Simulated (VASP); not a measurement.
Input of a VASP 6.6.1 run:

File INCAR:

```
PREC = Accurate ; ENCUT = 500
EDIFF = 1E-6 ; ISMEAR = 0
SIGMA = 0.01 ; LREAL = F
LASPH = T ; NELM = 120
ALGO = Normal ; ISIF = 2
LWAVE = F ; LCHARG = T
GGA = PE ; LELF = T
LVHAR = T ; NBANDS = 15
GGA_COMPAT = F
```

Contents of KPOINTS:

```
Automatic mesh
0
Gamma
  2 2 2
```

POSCAR

```
KI
1.0
    4.2910851346      0.0000000000      0.0000000000
    0.0000000000      4.2910851346      0.0000000000
    0.0000000000      0.0000000000      4.2910851346
K I
1 1
Direct
    0.0000000000      0.0000000000      0.0000000000
    0.5000000000      0.5000000000      0.5000000000
```

Potentials or basis: VASP PAW PBE potentials, release 64 (K_sv, I).

Launch:

```sh
$ cat potpaw_PBE.64/K_sv/POTCAR potpaw_PBE.64/I/POTCAR > POTCAR
$ mpirun -np 1 vasp_std > vasp.out
```

(1) What does it give for the band gap on the k mesh?

(2) Estimate the pressure.

Answers

(1) 3.23 eV, indirect (least direct gap 3.60 eV).

(2) 2.4 GPa.

Caveat: the k points lie up to 0.73 Å⁻¹ apart; spin-orbit coupling is left out, which moves the levels of the heavy elements.
